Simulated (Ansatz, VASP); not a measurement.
**One calculation of Co, two programs**

INCAR

```
SYSTEM = Co
PREC     = Accurate       ! precision mode
ENCUT    = 520            ! plane-wave cutoff, eV
EDIFF    = 1E-6           ! SCF threshold, eV
ISMEAR   = -1             ! smearing method
SIGMA    = 0.05           ! smearing width, eV
LREAL    = .FALSE.        ! projectors in reciprocal space
LASPH    = .TRUE.         ! aspherical terms in the spheres
NELM     = 150            ! most SCF steps
ALGO     = Normal         ! electronic algorithm
ISIF     = 2              ! what is computed and relaxed
LWAVE    = .FALSE.        ! write WAVECAR
LCHARG   = .TRUE.         ! write CHGCAR
ISPIN    = 2              ! spin polarisation
MAGMOM   = 1.757          ! initial moments
LORBIT   = 11             ! projections on sites
LMAXMIX  = 4              ! l up to which the mixer works
GGA      = RE             ! functional
LELF     = .TRUE.         ! ELF
LVHAR    = .TRUE.       
NBANDS   = 14             ! bands
```

The input KPOINTS:

```
regular mesh
0
G
  17 17 17
  0 0 0
```

Contents of POSCAR:

```
Co
1.0
    0.0000000000      1.6985213959      1.6985213959
    1.6985213959      0.0000000000      1.6985213959
    1.6985213959      1.6985213959      0.0000000000
Co
1
Direct
    0.0000000000      0.0000000000      0.0000000000
```

Input for Ansatz:

```yaml
crystal:
  lattice:
    - [0.0, 1.6985213959, 1.6985213959]
    - [1.6985213959, 0.0, 1.6985213959]
    - [1.6985213959, 1.6985213959, 0.0]
  atoms:
    - { symbol: Co, position: [0.0, 0.0, 0.0], spin: 1.757 }
hamiltonian:
  xc: revpbe
  pseudopotentials:
    kind: paw
    azcp:
      Co: "pseudopotentials/Co.paw.azcp"
basis:
  ecutwfc: 420
  fft_grid_basis: typed
kpoints:
  mp_grid: { grid: [17, 17, 17], shift: [0, 0, 0] }
magnetization:
  spin_polarized: true
scf:
  occupations: { method: fermi_dirac, width: 0.05 }
  lower_state_search: "off"
output:
  stress: true
```

Alike in both runs: task single point; functional revPBE; k mesh 17 × 17 × 17; occupations fermi-dirac, width 0.05 eV; collinear spin.

|  | VASP | Ansatz |
| --- | --- | --- |
| version | VASP 6.6.1 | Ansatz 0.2.0 |
| potentials or method | VASP PAW PBE potentials, release 64 (Co), cutoff 520 eV | plane waves (420 eV) with PAW, scalar-relativistic |
| valence electrons in the cell | 9 | 17 |

Ansatz gave:

| Property | Result |
| --- | --- |
| net moment per atom (μB) | 1.56 |
| size of the moment on the site where the two differ most (μB) | 1.62 |

Problem. Estimate VASP's values.

Solution. net moment per atom (μB): 1.55; size of the moment on the site where the two differ most (μB): 1.55.

VASP's potentials were made for PBE, not for revPBE. Site moments also hang on the region over which each program counts them. The functional is the same, so the differences come from potentials, cutoffs and numerics. VASP's potentials hold 9 valence electrons a cell and Ansatz's 17, so a difference there can come from the potentials and not from the codes.
